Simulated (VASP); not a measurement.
# SiO2 (Fm-3m) in VASP: further runs

The runs below take SiO2 through single point, with PBE.

Everything below comes from runs of VASP 6.6.1. Logs are shortened: lines on timing, memory, paths and dates and some standing lists are left out, and cuts for length are marked.

### Step 1. The cell of the first run

The structure is cubic, space group Fm-3m (No. 225). The conventional cell has a = 4.528 Å, b = 4.528 Å, c = 4.528 Å, α = 90.00°, β = 90.00°, γ = 90.00°. Within 2.6 Å of Si (site symmetry m-3m) lie 8 O at 1.96 Å. Within 2.6 Å of O (site symmetry -43m) lie 4 Si at 1.96 Å and 6 O at 2.26 Å.

### Step 2. Single point, PBE

INCAR

```
SYSTEM = SiO2
ALGO = Normal
EDIFF = 1E-6
ENCUT = 520
GGA = PE
ISIF = 2
ISMEAR = 0
LASPH = .TRUE.
LCHARG = .FALSE.
LREAL = .FALSE.
LWAVE = .FALSE.
NBANDS = 15
NELM = 80
PREC = Accurate
SIGMA = 0.01
```

KPOINTS

```
k-points
0
G
  6 6 6
  0 0 0
```

POSCAR

```
SiO2
1.0
    0.0000000000      2.2641691123      2.2641691123
    2.2641691123      0.0000000000      2.2641691123
    2.2641691123      2.2641691123      0.0000000000
Si O
1 2
Direct
    0.0000000000      0.0000000000      0.0000000000
    0.2500000000      0.2500000000      0.2500000000
    0.7500000000      0.7500000000      0.7500000000
```

Potentials or basis: VASP PAW PBE potentials, release 64 (Si, O).

The run is started by

```sh
$ cat potpaw_PBE.64/Si/POTCAR potpaw_PBE.64/O/POTCAR > POTCAR
$ mpirun -np 1 vasp_std > vasp.out
```

OUTCAR:

```text
SYSTEM = SiO2
   EDIFF = 1E-6
   ENCUT = 520
   GGA = PE
   ISIF = 2
   ISMEAR = 0
   LASPH = .TRUE.
   LREAL = .FALSE.
   NELM = 80
   PREC = Accurate

 ion  position               nearest neighbor table
   1  0.000  0.000  0.000-   2 1.96   3 1.96   3 1.96   3 1.96   3 1.96   2 1.96   2 1.96   2 1.96

   2  0.250  0.250  0.250-   1 1.96   1 1.96   1 1.96   1 1.96
   3  0.750  0.750  0.750-   1 1.96   1 1.96   1 1.96   1 1.96

  LATTYP: Found a face centered cubic cell.
 ALAT       =     4.5283382246

  Lattice vectors:

 A1 = (   0.0000000000,   2.2641691123,   2.2641691123)
 A2 = (   2.2641691123,   0.0000000000,   2.2641691123)
 A3 = (   2.2641691123,   2.2641691123,   0.0000000000)

Analysis of symmetry for initial positions (statically):
=====================================================================
 Subroutine PRICEL returns:
 Original cell was already a primitive cell.

 Routine SETGRP: Setting up the symmetry group for a
 face centered cubic supercell.

 Subroutine GETGRP returns: Found 48 space group operations
 (whereof 48 operations were pure point group operations)
 out of a pool of 48 trial point group operations.

The static configuration has the point symmetry O_h .

Analysis of symmetry for dynamics (positions and initial velocities):
=====================================================================
 Subroutine PRICEL returns:
 Original cell was already a primitive cell.

 Routine SETGRP: Setting up the symmetry group for a
 face centered cubic supercell.

 Subroutine GETGRP returns: Found 48 space group operations
 (whereof 48 operations were pure point group operations)
 out of a pool of 48 trial point group operations.

The dynamic configuration has the point symmetry O_h .

 Subroutine INISYM returns: Found 48 space group operations
 (whereof 48 operations are pure point group operations),
 and found     1 'primitive' translations

----------------------------------------------------------------------------------------

                                     Primitive cell

  volume of cell :      23.2144

  direct lattice vectors                    reciprocal lattice vectors
     0.000000000  2.264169112  2.264169112    -0.220831561  0.220831561  0.220831561
     2.264169112  0.000000000  2.264169112     0.220831561 -0.220831561  0.220831561
     2.264169112  2.264169112  0.000000000     0.220831561  0.220831561 -0.220831561

  length of vectors
     3.202018666  3.202018666  3.202018666     0.382491484  0.382491484  0.382491484
[... 85 lines left out ...]
   NELECT =      16.0000    total number of electrons
   NUPDOWN=      -1.0000    fix difference up-down
   EMIN   =  10.00;   EMAX   =-10.00  energy-range for DOS
   EFERMI =   0.00;   METHOD = LEGACY
   ISMEAR =     0;   SIGMA  =   0.01  broadening in eV -4-tet -1-fermi 0-gaus
   EFERMI_NEDOS =   21; number of points for ismear=-14 and -15
   IALGO  =     38    algorithm
   IMIX   =      4    mixing-type and parameters
     AMIX     =   0.40;   BMIX     =  1.00
     AMIX_MAG =   1.60;   BMIX_MAG =  1.00
  volume/ion in A,a.u.               =       7.74        52.22
  Fermi-wavevector in a.u.,A,eV,Ry     =   1.446092  2.732718 28.452265  2.091182
  Thomas-Fermi vector in A             =   2.564200
   LORBIT       =      0    0 simple, 1 ext, 2 COOP (PROOUT), +10 PAW based schemes
   GGA     = PE    functional components
   LHFCALC =     F    Hartree Fock is set to
   AEXX    =    0.0000 exact exchange contribution
   IVDW    =     0    specifies the selected vdW correction
   LEPSILON=     F    determine dielectric tensor
   LRPA    =     F    only Hartree local field effects (RPA)
 non-spin polarized calculation
 Gauss-broadening in eV      SIGMA  =   0.01
  energy-cutoff  :      520.00
  volume of cell :       23.21
 maximum number of plane-waves:       636
   NGX = 11   NGY = 11   NGZ = 11

 number of electron      16.0000014 magnetization

 Free energy of the ion-electron system (eV)
  ---------------------------------------------------
  ext. energy  EPLUGINS =         0.00000000
  ---------------------------------------------------
  free energy    TOTEN  =       -19.90113288 eV

  energy without entropy =      -19.90113288  energy(sigma->0) =      -19.90113288

 E-fermi :   9.7597     XC(G=0): -12.4160

 val. band max:        9.6607891900   @ k =   0.5000   0.5000   0.0000
 cond. band min:      11.7167990224   @ k =   0.5000   0.5000   0.0000
 fundamental gap:      2.0560098324
 Fermi energy:         9.7597130233

 k-point     1 :       0.0000    0.0000    0.0000
  band No.  band energies     occupation
      1     -13.3288      2.00000
      2      -6.4174      2.00000
      3       3.8258      2.00000
      4       3.8258      2.00000
      5       3.8258      2.00000
      6       7.3853      2.00000
      7       7.3853      2.00000
      8       7.3853      2.00000
      9      11.8852      0.00000
     10      15.6032      0.00000
     11      15.6032      0.00000
     12      15.6032      0.00000
     13      22.0875      0.00000
     14      22.0875      0.00000
[... 257 lines left out ...]
      2      -9.0310      2.00000
      3      -1.4006      2.00000
      4       0.6977      2.00000
      5       3.0937      2.00000
      6       6.5248      2.00000
      7       8.8405      2.00000
      8       9.4563      2.00000
      9      13.5214      0.00000
     10      18.8992      0.00000
     11      19.3273      0.00000
     12      21.4082      0.00000
     13      22.5166      0.00000
     14      26.0066      0.00000
     15      28.2796      0.00000

------------------------ aborting loop because EDIFF is reached ----------------------------------------

  FORCE on cell =-STRESS in cart. coord.  units (eV):
  Direction    XX          YY          ZZ          XY          YZ          ZX
  --------------------------------------------------------------------------------------
  -------------------------------------------------------------------------------------
  Total        1.4963608      1.4963608      1.4963608      0.0000000     -0.0000000     -0.0000000
  in kB      103.2738366    103.2738366    103.2738366      0.0000000     -0.0000000     -0.0000000
  external PRESSURE =     103.2738366 kB  Pullay stress =       0.0000000 kB

 VOLUME and BASIS-vectors are now :
 -----------------------------------------------------------------------------
  energy-cutoff  :      520.00
  volume of cell :       23.21
      direct lattice vectors                 reciprocal lattice vectors
     0.000000000  2.264169112  2.264169112    -0.220831561  0.220831561  0.220831561
     2.264169112  0.000000000  2.264169112     0.220831561 -0.220831561  0.220831561
     2.264169112  2.264169112  0.000000000     0.220831561  0.220831561 -0.220831561

 POSITION                                       TOTAL-FORCE (eV/Angst)
 -----------------------------------------------------------------------------------
      0.00000      0.00000      0.00000         0.000000     -0.000000      0.000000
      1.13208      1.13208      1.13208         0.000000      0.000000      0.000000
      3.39625      3.39625      3.39625        -0.000000     -0.000000     -0.000000
 -----------------------------------------------------------------------------------
    total drift:                                0.000000      0.000000      0.000000

  FREE ENERGIE OF THE ION-ELECTRON SYSTEM (eV)
  ---------------------------------------------------
  free  energy   TOTEN  =       -19.9011328812 eV

  energy  without entropy=      -19.9011328812  energy(sigma->0) =      -19.90113288
```

Run time: 5.2 s. Hardware: 1 thread of AMD EPYC 7R43 (Zen 3), shared host; peak memory 0.09 GiB.

What came out:

```yaml
Free_energy: -19.9011 eV
Pressure: 10.3 GPa
Band_gap_on_the_k_mesh: 2.06 eV, direct
```

Levels at points of the mesh, in eV from the valence-band top:
```csv
k point,band 4,band 5,band 6,band 7,band 8,band 9,band 10,band 11,band 12,band 13
"(0.00, 0.00, 0.00)",-5.83,-5.83,-2.28,-2.28,-2.28,2.22,5.94,5.94,5.94,12.43
"(0.50, 0.00, 0.00)",-5.27,-5.27,-5.11,-4.52,-4.52,6.06,9.85,10.10,10.10,13.81
"(0.50, 0.50, 0.00)",-8.20,-8.20,-1.00,-1.00,0.00,2.06,8.25,11.25,12.78,12.78
```

### Step 3. Single point, PBE (volume changed by -5%)

INCAR

```
  ALGO = Normal
  EDIFF = 1E-6
  ENCUT = 600
  GGA = PE
  GGA_COMPAT = False
  ISIF = 2
  ISMEAR = 0
  LASPH = True
  LCHARG = False
  LREAL = False
  LWAVE = False
  NBANDS = 15
  NELM = 120
  PREC = Accurate
  SIGMA = 0.01
```

KPOINTS

```
k-points
0
Gamma
  6 6 6
```

POSCAR

```
SiO2
1.0
    0.0000000000      2.2257859495      2.2257859495
    2.2257859495      0.0000000000      2.2257859495
    2.2257859495      2.2257859495      0.0000000000
Si O
1 2
Direct
    0.0000000000      0.0000000000      0.0000000000
    0.2500000000      0.2500000000      0.2500000000
    0.7500000000      0.7500000000      0.7500000000
```

Potentials or basis: VASP PAW PBE potentials, release 64 (Si, O).

The run is started by

```sh
$ cat potpaw_PBE.64/Si/POTCAR potpaw_PBE.64/O/POTCAR > POTCAR
$ mpirun -np 1 vasp_std > vasp.out
```

Wall time 20 s (1 thread of AMD EPYC 7R13, shared host); peak memory 0.12 GiB.

Results (log left out):

| Item | Value |
| --- | --- |
| Free energy | -19.7692 eV |
| Pressure | 27.6 GPa |
| Band gap on the k mesh | 2.11 eV, direct |

Levels at points of the mesh, in eV from the valence-band top:
```csv
k point,band 5,band 6,band 7,band 8,band 9,band 10,band 11,band 12
"(0.00, 0.00, 0.00)",-6.23,-2.40,-2.40,-2.40,2.95,6.05,6.05,6.05
"(0.50, 0.00, 0.00)",-5.58,-5.33,-4.85,-4.85,6.62,10.18,10.56,10.56
"(0.50, 0.50, 0.00)",-8.67,-1.07,-1.07,0.00,2.11,8.86,11.65,13.44
```

### Step 4. Single point, PBE (volume changed by +5%)

INCAR

```
SYSTEM = SiO2
PREC = Accurate
ENCUT = 600
EDIFF = 1E-6
ISMEAR = 0
SIGMA = 0.01
LREAL = .FALSE.
LASPH = .TRUE.
NELM = 120
ALGO = Normal
ISIF = 2
LWAVE = .FALSE.
LCHARG = .FALSE.
GGA = PE
NBANDS = 15
GGA_COMPAT = .FALSE.
```

KPOINTS

```
regular mesh
0
G
  6 6 6
  0 0 0
```

POSCAR

```
SiO2
1.0
    0.0000000000      2.3012932369      2.3012932369
    2.3012932369      0.0000000000      2.3012932369
    2.3012932369      2.3012932369      0.0000000000
Si O
1 2
Direct
    0.0000000000      0.0000000000      0.0000000000
    0.2500000000      0.2500000000      0.2500000000
    0.7500000000      0.7500000000      0.7500000000
```

The run is started by

```sh
$ cat potpaw_PBE.64/Si/POTCAR potpaw_PBE.64/O/POTCAR > POTCAR
$ mpirun -np 1 vasp_std > vasp.out
```

Run time: 21 s. Hardware: 1 thread of AMD EPYC 7R13, shared host; peak memory 0.12 GiB.

Results (log left out):

```yaml
Free_energy: -19.9323 eV
Pressure: -3.7 GPa
Band_gap_on_the_k_mesh: 1.57 eV, indirect (least direct gap 1.99 eV)
```

Levels at points of the mesh, in eV from the valence-band top:
```csv
k point,band 4,band 5,band 6,band 7,band 8,band 9,band 10,band 11,band 12,band 13
"(0.00, 0.00, 0.00)",-5.48,-5.48,-2.16,-2.16,-2.16,1.57,5.84,5.84,5.84,12.40
"(0.50, 0.00, 0.00)",-4.99,-4.99,-4.91,-4.22,-4.22,5.55,9.51,9.69,9.69,13.67
"(0.50, 0.50, 0.00)",-7.76,-7.76,-0.93,-0.93,0.00,1.99,7.71,10.90,12.17,12.17
```

 A k mesh can miss the band edges.

### Step 5. Summary

```tsv
cell	cutoff (eV)	gap on the mesh (eV)	pressure (GPa)
a = 3.202 Å, angles 60.0°, 3 atoms	520	2.06	10.3
a = 3.148 Å, angles 60.0°, 3 atoms	600	2.11	27.6
a = 3.255 Å, angles 60.0°, 3 atoms	600	1.57	-3.7
```

Alike in all rows: task single point; level PBE; potentials or basis VASP PAW PBE potentials, release 64 (Si, O); no spin polarisation; k mesh 6 × 6 × 6; smearing gaussian 0.01 eV.

Total energies depend on the potentials used, so only differences within one code and one set of settings carry meaning.
